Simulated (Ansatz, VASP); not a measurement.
Given: the input of a run of Ansatz 0.2.0 on CuO.

input.yaml

```yaml
crystal:
  lattice:
    - [0.0, 2.32725273, 2.32725273]
    - [2.32725273, 0.0, 2.32725273]
    - [2.32725273, 2.32725273, 0.0]
  atoms:
    - { symbol: Cu, position: [0.0, 0.0, 0.0] }
    - { symbol: O, position: [0.25, 0.25, 0.25] }
kpoints:
  mp_grid: { grid: [8, 8, 8] }
scf:
  occupations: { method: fermi_dirac, width: 0.05 }
hamiltonian:
  xc: lda
  pseudopotentials: { kind: all_electron, lapw: { basis_error: 0.002 } }
output:
  forces: true
  stress: true
relax:
  f_tol: 0.005
  max_steps: 60
  cell: {}
```

Potentials or basis: all-electron LAPW, scalar-relativistic.

Launch:

```sh
$ ansatz run input.yaml --threads 1 --pin off --max-ram 3072MiB --backend cpu --events-out ev --progress --plain --runs-dir out
```

Q: Translate it to VASP 6.6.1. Potentials there: VASP PAW LDA potentials, release 64 (Cu, O).

A: As run (the cutoff follows the program's own potentials):

Contents of INCAR:

```
SYSTEM = CuO
ALGO = Normal ; EDIFF = 1E-6
EDIFFG = -0.005 ; ENCUT = 600
GGA = CA ; IBRION = 2
ISIF = 3 ; ISMEAR = -1
LASPH = .True. ; LCHARG = .False.
LREAL = .False. ; LWAVE = .False.
NELM = 80 ; NSW = 80
PREC = Accurate ; SIGMA = 0.05
```

Contents of KPOINTS:

```
k-points
0
Gamma
  8 8 8
  0 0 0
```

POSCAR

```
CuO
1.0
    0.0000000000      2.3272527300      2.3272527300
    2.3272527300      0.0000000000      2.3272527300
    2.3272527300      2.3272527300      0.0000000000
Cu O
1 1
Direct
    0.0000000000      0.0000000000      0.0000000000
    0.2500000000      0.2500000000      0.2500000000
```

Potentials or basis: VASP PAW LDA potentials, release 64 (Cu, O).

Command:

```sh
$ cat potpaw_LDA.64/Cu/POTCAR potpaw_LDA.64/O/POTCAR > POTCAR
$ mpirun -np 1 vasp_std > vasp.out
```

Both were run:

|  | VASP | Ansatz | Ansatz less VASP |
| --- | --- | --- | --- |
| relaxed volume (Å³/atom) | 10.62 | 10.60 | -0.026 |
| relaxed cell length with the largest relative difference (Å) | 3.109 | 3.107 | -0.0025 |

LDA's correlation is that of Perdew and Zunger in VASP and of Perdew and Wang (1992) in Ansatz. Ansatz ran all-electron here, and VASP with PAW potentials.

Noted on VASP's run: the volume moved by over 15 % at a fixed basis, so the end points are rough. Noted on Ansatz's run: the k mesh is thin for a metal, which can move the energy by tens of meV per atom; the volume moved by over 15 % at a fixed basis, so the end points are rough.
